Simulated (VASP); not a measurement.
Input of a VASP 6.6.1 run:

The input INCAR:

```
SYSTEM = Ru
PREC = Accurate
ENCUT = 520
EDIFF = 1E-6
ISMEAR = 0
SIGMA = 0.1
LREAL = .False.
LASPH = .True.
NELM = 80
ALGO = Fast
ISIF = 2
LWAVE = .False.
LCHARG = .True.
GGA = PS
LELF = .True.
LVHAR = .True.
NBANDS = 13
```

Contents of KPOINTS:

```
Automatic mesh
0
Gamma
  20 20 20
  0 0 0
```

The input POSCAR:

```
Ru
1.0
   -1.5091928930      1.5091928930      1.5091928930
    1.5091928930     -1.5091928930      1.5091928930
    1.5091928930      1.5091928930     -1.5091928930
Ru
1
Direct
    0.0000000000      0.0000000000      0.0000000000
```

Potentials or basis: VASP PAW PBE potentials, release 64 (Ru_pv).

The run is started by

```sh
$ cat potpaw_PBE.64/Ru_pv/POTCAR > POTCAR
$ mpirun -np 1 vasp_std > vasp.out
```

(1) Predict the band gap on the k mesh.

(2) Estimate the pressure.

## Answers

(1) zero (band 7 reaches 14.51 eV, above the bottom of band 8 at 10.82 eV).

(2) -0.1 GPa.

Caveat: the PAW data sets were made with another functional, which shifts forces and pressure a little.
